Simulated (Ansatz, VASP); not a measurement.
**One calculation of Ge, two programs**

```
Ge
1.0
     2.96476    0.00000    0.00000
    -1.48238    2.56755    0.00000
     0.00000    0.00000    5.09544
Ge
2
Direct
  0.33333 0.66667 0.25000
  0.66667 0.33333 0.75000
```

Alike in both runs: functional PBE; k mesh 18 × 18 × 10; occupations gaussian, width 0.1 eV; no spin polarisation.

Ansatz relaxed the structure, and its values are those at the end. VASP's run is a single point on that final structure, the one shown.

|  | VASP | Ansatz |
| --- | --- | --- |
| version | VASP 6.6.1 | Ansatz 0.2.0 |
| potentials or method | VASP PAW PBE potentials, release 64 (Ge_d), cutoff 520 eV | scalar-relativistic, plane waves, PAW |
| valence electrons in the cell | 28 | 28 |

|  | VASP | Ansatz | Ansatz less VASP |
| --- | --- | --- | --- |
| gap on the k mesh at the Fermi level (eV) | none | none | - |
| pressure (GPa) | 0.0 | 0.0 | -0.02 |

A gap of «none» marks a metal or a gap that the smearing closes.
